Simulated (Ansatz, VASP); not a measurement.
**One calculation of CuI, two programs**

```
CELL_PARAMETERS angstrom
0.00000 3.19091 3.19091
3.19091 0.00000 3.19091
3.19091 3.19091 0.00000
ATOMIC_POSITIONS crystal
Cu 0.75000 0.75000 0.75000
I 0.00000 0.00000 0.00000
```

Change from the starting cell: equal engineering shear yz, xz and xy +0.0000, equal normal strain along x, y and z +0.0500.

Alike in both runs: task single point; functional PBE; k mesh 8 × 8 × 8; occupations gaussian, width 0.05 eV; no spin polarisation.

|  | VASP | Ansatz |
| --- | --- | --- |
| version | VASP 6.6.1 | Ansatz 0.2.0 |
| potentials or method | VASP PAW PBE potentials, release 64 (Cu, I), cutoff 520 eV | scalar-relativistic, plane waves, PAW |
| valence electrons in the cell | 18 | 36 |

```csv
,VASP,Ansatz,Ansatz less VASP
gap on the k mesh at the Fermi level (eV),0.80,0.78,-0.014
least direct gap on the mesh (eV),0.80,0.78,-0.014
pressure (GPa),-3.8,-3.9,-0.04
```

The functional is the same, so the differences come from potentials, cutoffs and numerics. VASP's potentials hold 18 valence electrons a cell and Ansatz's 36, so a difference there can come from the potentials and not from the codes.

Spin-orbit coupling is off throughout.
